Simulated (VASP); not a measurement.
# ZnO (P6_3mc) in VASP: a series of runs

Runs on ZnO. Level: LDA. Tasks: electric field gradients.

Program: VASP 6.6.1. These are calculated values, not measurements. Logs are shortened: lines on timing, memory, paths and dates and some standing lists are left out, and cuts for length are marked.

## 1. The cell of the first run

Symmetry: P6_3mc, No. 186, hexagonal system. Conventional cell: a = 3.183 Å, b = 3.183 Å, c = 5.098 Å, α = 90.00°, β = 90.00°, γ = 120.00°. Within 2.6 Å of Zn (site symmetry 3m) lie 4 O at 1.93 to 1.95 Å. Within 2.6 Å of O (site symmetry 3m) lie 4 Zn at 1.93 to 1.95 Å.

## 2. Electric field gradients, LDA (volume scaled by 0.94)

INCAR

```
SYSTEM = ZnO
ALGO = Normal ; EDIFF = 1E-8
ENCUT = 520 ; ISIF = 2
ISMEAR = -1 ; LASPH = .TRUE.
LCHARG = .FALSE. ; LEFG = .TRUE.
LREAL = .FALSE. ; LWAVE = .FALSE.
NBANDS = 26 ; NELM = 100
PREC = Accurate ; SIGMA = 0.01
```

KPOINTS

```
k-points
0
G
  8 8 5
  0 0 0
```

POSCAR

```
ZnO
1.0
    3.1830658516      0.0000000000      0.0000000000
   -1.5915329258      2.7566158894      0.0000000000
    0.0000000000      0.0000000000      5.0975701925
Zn O
2 2
Direct
    0.3333333333      0.6666666667      0.0000000000
    0.6666666667      0.3333333333      0.5000000000
    0.3333333333      0.6666666667      0.3821000000
    0.6666666667      0.3333333333      0.8821000000
```

Potentials or basis: VASP PAW LDA potentials, release 64 (Zn, O).

Run with:

```console
$ cat potpaw_LDA.64/Zn/POTCAR potpaw_LDA.64/O/POTCAR > POTCAR
$ mpirun -np 1 vasp_std > vasp.out
```

OUTCAR:

```text
SYSTEM = ZnO
   EDIFF = 1E-8
   ENCUT = 520
   ISIF = 2
   ISMEAR = -1
   LASPH = .TRUE.
   LREAL = .FALSE.
   NELM = 100
   PREC = Accurate

 ion  position               nearest neighbor table
   1  0.333  0.667  0.000-   4 1.93   4 1.93   4 1.93   3 1.95
   2  0.667  0.333  0.500-   3 1.93   3 1.93   3 1.93   4 1.95
   3  0.333  0.667  0.382-   2 1.93   2 1.93   2 1.93   1 1.95
   4  0.667  0.333  0.882-   1 1.93   1 1.93   1 1.93   2 1.95

  LATTYP: Found a hexagonal cell.
 ALAT       =     3.1830658516
 C/A-ratio  =     1.6014655147

  Lattice vectors:

 A1 = (   3.1830658516,   0.0000000000,   0.0000000000)
 A2 = (  -1.5915329258,   2.7566158894,   0.0000000000)
 A3 = (   0.0000000000,   0.0000000000,   5.0975701925)

Analysis of symmetry for initial positions (statically):
=====================================================================
 Subroutine PRICEL returns:
 Original cell was already a primitive cell.

 Routine SETGRP: Setting up the symmetry group for a
 hexagonal supercell.

 Subroutine GETGRP returns: Found 12 space group operations
 (whereof  6 operations were pure point group operations)
 out of a pool of 24 trial point group operations.

The static configuration has the point symmetry C_3v.
 The point group associated with its full space group is C_6v.

Analysis of symmetry for dynamics (positions and initial velocities):
=====================================================================
 Subroutine PRICEL returns:
 Original cell was already a primitive cell.

 Routine SETGRP: Setting up the symmetry group for a
 hexagonal supercell.

 Subroutine GETGRP returns: Found 12 space group operations
 (whereof  6 operations were pure point group operations)
 out of a pool of 24 trial point group operations.

The dynamic configuration has the point symmetry C_3v.
 The point group associated with its full space group is C_6v.

 Subroutine INISYM returns: Found 12 space group operations
 (whereof  6 operations are pure point group operations),
 and found     1 'primitive' translations

----------------------------------------------------------------------------------------

                                     Primitive cell

  volume of cell :      44.7286

  direct lattice vectors                    reciprocal lattice vectors
     3.183065852  0.000000000  0.000000000     0.314162523  0.181381817  0.000000000
    -1.591532926  2.756615889  0.000000000     0.000000000  0.362763635  0.000000000
     0.000000000  0.000000000  5.097570193     0.000000000  0.000000000  0.196171894

  length of vectors
     3.183065852  3.183065852  5.097570193     0.362763635  0.362763635  0.196171894

  position of ions in fractional coordinates (direct lattice)
     0.333333333  0.666666667  0.000000000
     0.666666667  0.333333333  0.500000000
     0.333333333  0.666666667  0.382100000
     0.666666667  0.333333333  0.882100000

  ion indices of the primitive-cell ions
   primitive index   ion index
                 1           1
                 2           2
                 3           3
                 4           4

----------------------------------------------------------------------------------------

 KPOINTS: k-points

Automatic generation of k-mesh.
 Grid dimensions read from file:
 generate k-points for:    8    8    5

 Generating k-lattice:

  Cartesian coordinates                     Fractional coordinates (reciprocal lattice)
     0.039270315  0.022672727  0.000000000     0.125000000  0.000000000  0.000000000
     0.000000000  0.045345454  0.000000000     0.000000000  0.125000000  0.000000000
     0.000000000  0.000000000  0.039234379     0.000000000  0.000000000  0.200000000

  Length of vectors
     0.045345454  0.045345454  0.039234379

  Shift w.r.t. Gamma in fractional coordinates (k-lattice)
     0.000000000  0.000000000  0.000000000

 Subroutine IBZKPT returns following result:
 ===========================================

 Found     30 irreducible k-points:

 Following reciprocal coordinates:
            Coordinates               Weight
  0.000000  0.000000  0.000000      1.000000
  0.125000  0.000000  0.000000      6.000000
  0.250000  0.000000  0.000000      6.000000
  0.375000 -0.000000  0.000000      6.000000
  0.500000  0.000000  0.000000      3.000000
  0.125000  0.125000  0.000000      6.000000
[... 16 lines left out ...]
  0.250000  0.000000  0.400000     12.000000
  0.375000 -0.000000  0.400000     12.000000
 [... further k-points ...]
   k-points           NKPTS =     30   k-points in BZ     NKDIM =     30   number of bands    NBANDS=     26
   number of dos      NEDOS =    301   number of ions     NIONS =      4
   total plane-waves  NPLWV =  23040
   dimension x,y,z NGX =    24 NGY =   24 NGZ =   40
   dimension x,y,z NGXF=    48 NGYF=   48 NGZF=   80
   ions per type =               2   2
   NGX,Y,Z   is equivalent  to a cutoff of  12.53, 12.53, 13.05 a.u.
   NGXF,Y,Z  is equivalent  to a cutoff of  25.07, 25.07, 26.09 a.u.
 SYSTEM =  ZnO
   PREC   = accura    normal or accurate (medium, high low for compatibility)
   ISTART =      0    job   : 0-new  1-cont  2-samecut
   ICHARG =      2    charge: 1-file 2-atom 10-const
   ISPIN  =      1    spin polarized calculation?
   LNONCOLLINEAR =      F non collinear calculations
   LSORBIT =      F    spin-orbit coupling
   LASPH  =      T    aspherical Exc in radial PAW
   ENCUT  =  520.0 eV  38.22 Ry    6.18 a.u.   5.92  5.92  9.48*2*pi/ulx,y,z
   NELM   =    100;   NELMIN=  2; NELMDL= -5     # of ELM steps
   EDIFF  = 0.1E-07   stopping-criterion for ELM
   LREAL  =      F    real-space projection
   EDIFFG = 0.1E-06   stopping-criterion for IOM
   NSW    =      0    number of steps for IOM
   IBRION =     -1    ionic relax: 0-MD 1-quasi-New 2-CG
   NFREE  =      0    steps in history (QN), initial steepest desc. (CG)
   ISIF   =      2    stress and relaxation
   ISYM   =      2    0-nonsym 1-usesym 2-fastsym
   POTIM  = 0.5000    time-step for ionic-motion
   TEBEG  =    0.0;   TEEND  =   0.0 temperature during run
   PSTRESS=    0.0 pullay stress
   NELECT =      36.0000    total number of electrons
   NUPDOWN=      -1.0000    fix difference up-down
   EMIN   =  10.00;   EMAX   =-10.00  energy-range for DOS
   EFERMI =   0.00;   METHOD = LEGACY
   ISMEAR =    -1;   SIGMA  =   0.01  broadening in eV -4-tet -1-fermi 0-gaus
   EFERMI_NEDOS =   21; number of points for ismear=-14 and -15
   IALGO  =     38    algorithm
   IMIX   =      4    mixing-type and parameters
     AMIX     =   0.40;   BMIX     =  1.00
     AMIX_MAG =   1.60;   BMIX_MAG =  1.00
  volume/ion in A,a.u.               =      11.18        75.46
  Fermi-wavevector in a.u.,A,eV,Ry     =   1.522816  2.877704 31.551464  2.318967
  Thomas-Fermi vector in A             =   2.631343
   LORBIT       =      0    0 simple, 1 ext, 2 COOP (PROOUT), +10 PAW based schemes
   GGA     = CA    functional components
   LHFCALC =     F    Hartree Fock is set to
   AEXX    =    0.0000 exact exchange contribution
   IVDW    =     0    specifies the selected vdW correction
   LEPSILON=     F    determine dielectric tensor
   LRPA    =     F    only Hartree local field effects (RPA)
 non-spin polarized calculation
  energy-cutoff  :      520.00
  volume of cell :       44.73
 maximum number of plane-waves:      1215
 NGX is ok and might be reduce to    24
   NGX = 11   NGY = 11   NGZ = 19

 number of electron      35.9999988 magnetization

 Free energy of the ion-electron system (eV)
  ---------------------------------------------------
  ext. energy  EPLUGINS =         0.00000000
  ---------------------------------------------------
  free energy    TOTEN  =       -21.14553147 eV

  energy without entropy =      -21.14553147  energy(sigma->0) =      -21.14553147

 E-fermi :   1.7782     XC(G=0): -11.7963

 val. band max:        1.4801201483   @ k =   0.0000   0.0000   0.0000
 cond. band min:       2.3219222640   @ k =   0.0000   0.0000   0.0000
 fundamental gap:      0.8418021156
 Fermi energy:         1.7782241319

 k-point     1 :       0.0000    0.0000    0.0000
  band No.  band energies     occupation
      1     -16.8585      2.00000
      2     -15.9790      2.00000
      3      -4.7071      2.00000
      4      -4.6370      2.00000
      5      -4.6370      2.00000
      6      -4.5370      2.00000
[... 18 lines left out ...]
     25      15.8023      0.00000
     26      15.8023      0.00000

 k-point     2 :       0.1250    0.0000    0.0000
  band No.  band energies     occupation
      1     -16.7577      2.00000
      2     -15.9351      2.00000
      3      -4.7577      2.00000
      4      -4.5811      2.00000
      5      -4.5707      2.00000
      6      -4.4951      2.00000
[... 18 lines left out ...]
     25      15.9276      0.00000
     26      16.0084      0.00000

 k-point     3 :       0.2500    0.0000    0.0000
  band No.  band energies     occupation
      1     -16.4963      2.00000
      2     -15.8368      2.00000
      3      -4.9592      2.00000
      4      -4.5678      2.00000
      5      -4.4577      2.00000
      6      -4.3299      2.00000
[... 18 lines left out ...]
     25      14.9995      0.00000
     26      15.9131      0.00000

 k-point     4 :       0.3750   -0.0000    0.0000
  band No.  band energies     occupation
      1     -16.1917      2.00000
      2     -15.7659      2.00000
      3      -5.0265      2.00000
      4      -4.6720      2.00000
      5      -4.3633      2.00000
      6      -4.1181      2.00000
[... 18 lines left out ...]
     25      15.0074      0.00000
     26      15.8657      0.00000
[... 496 lines left out ...]
      1     -16.4834      2.00000
      2     -16.2292      2.00000
      3      -4.9561      2.00000
      4      -4.9091      2.00000
      5      -4.5299      2.00000
      6      -4.5239      2.00000
[... 18 lines left out ...]
     25      14.7294      0.00000
     26      15.0985      0.00000

 k-point    23 :       0.2500    0.0000    0.4000
  band No.  band energies     occupation
      1     -16.2697      2.00000
      2     -16.0654      2.00000
      3      -5.0884      2.00000
      4      -5.0267      2.00000
      5      -4.3758      2.00000
      6      -4.3720      2.00000
[... 18 lines left out ...]
     25      15.0755      0.00000
     26      15.3337      0.00000

 k-point    24 :       0.3750   -0.0000    0.4000
  band No.  band energies     occupation
      1     -16.0369      2.00000
      2     -15.9048      2.00000
      3      -5.1712      2.00000
      4      -5.0982      2.00000
      5      -4.2288      2.00000
      6      -4.1802      2.00000
[... 18 lines left out ...]
     25      15.2289      0.00000
     26      15.4976      0.00000

 [... further k-points ...]

------------------------ aborting loop because EDIFF is reached ----------------------------------------

  FORCE on cell =-STRESS in cart. coord.  units (eV):
  Direction    XX          YY          ZZ          XY          YZ          ZX
  --------------------------------------------------------------------------------------
  -------------------------------------------------------------------------------------
  Total        0.9736657      0.9736657      1.0629025      0.0000000      0.0000000      0.0000000
  in kB       34.8766962     34.8766962     38.0731579      0.0000000      0.0000000      0.0000000
  external PRESSURE =      35.9421835 kB  Pullay stress =       0.0000000 kB

 VOLUME and BASIS-vectors are now :
 -----------------------------------------------------------------------------
  energy-cutoff  :      520.00
  volume of cell :       44.73
      direct lattice vectors                 reciprocal lattice vectors
     3.183065852  0.000000000  0.000000000     0.314162523  0.181381817  0.000000000
    -1.591532926  2.756615889  0.000000000     0.000000000  0.362763635  0.000000000
     0.000000000  0.000000000  5.097570193     0.000000000  0.000000000  0.196171894

 POSITION                                       TOTAL-FORCE (eV/Angst)
 -----------------------------------------------------------------------------------
     -0.00000      1.83774      0.00000         0.000000      0.000000      0.043422
      1.59153      0.91887      2.54879        -0.000000     -0.000000      0.043422
     -0.00000      1.83774      1.94778         0.000000     -0.000000     -0.043422
      1.59153      0.91887      4.49657        -0.000000      0.000000     -0.043422
 -----------------------------------------------------------------------------------
    total drift:                                0.000000      0.000001      0.000539

  FREE ENERGIE OF THE ION-ELECTRON SYSTEM (eV)
  ---------------------------------------------------
  free  energy   TOTEN  =       -21.1455314663 eV

  energy  without entropy=      -21.1455314663  energy(sigma->0) =      -21.14553147

 Electric field gradients (V/A^2)
---------------------------------------------------------------------
 ion       V_xx      V_yy      V_zz      V_xy      V_xz      V_yz
---------------------------------------------------------------------
   1      -4.256    -4.262     8.519    -0.005     0.000    -0.000
   2      -4.256    -4.262     8.519    -0.005    -0.000     0.000
   3       1.708     1.706    -3.414    -0.001     0.000    -0.000
   4       1.708     1.706    -3.414    -0.001    -0.000     0.000
---------------------------------------------------------------------

 Electric field gradients after diagonalization (V/A^2)
 (convention: |V_zz| > |V_xx| > |V_yy|)
----------------------------------------------------------------------
 ion       V_xx      V_yy      V_zz     asymmetry (V_yy - V_xx)/ V_zz
----------------------------------------------------------------------
   1      -4.266    -4.253     8.519       0.001
   2      -4.266    -4.253     8.519       0.001
   3       1.709     1.705    -3.414       0.001
   4       1.709     1.705    -3.414       0.001
----------------------------------------------------------------------

           NMR quadrupolar parameters

 Cq : quadrupolar parameter    Cq=e*Q*V_zz/h
 eta: asymmetry parameters     (V_yy - V_xx)/ V_zz
 Q  : nuclear electric quadrupole moment in mb (millibarn)
----------------------------------------------------------------------
 ion       Cq(MHz)       eta       Q (mb)
----------------------------------------------------------------------
   1       0.021       0.001       1.000
   2       0.021       0.001       1.000
   3      -0.008       0.001       1.000
   4      -0.008       0.001       1.000
----------------------------------------------------------------------
```

Wall time 68 s (1 thread of AMD EPYC 7R13, shared host); peak memory 0.13 GiB.

What came out:

```
Free energy            : -21.1455 eV
Pressure               : 3.6 GPa
Largest force          : 0.043 eV/Å
Band gap on the k mesh : 0.84 eV, direct
```

Forces in eV/Å, atoms in the order of the input:
```
Zn   0.000  0.000  0.043
Zn   0.000  0.000  0.043
O    0.000  0.000 -0.043
O    0.000  0.000 -0.043
```

Stress tensor (GPa, compression positive):
```
3.49 0.00 0.00
0.00 3.49 0.00
0.00 0.00 3.81
```

Electric field gradients, principal values (V/Å²):
```csv
atom,least,middle,greatest (by size)
1 Zn,-4.253,-4.266,8.519
2 Zn,-4.253,-4.266,8.519
3 O,1.705,1.709,-3.414
4 O,1.705,1.709,-3.414
```

Caveat: without QUAD_EFG the Cq values of the log hold for a quadrupole moment of 1 mb, not for the nuclei.

(Continued in part 2 of 3.)
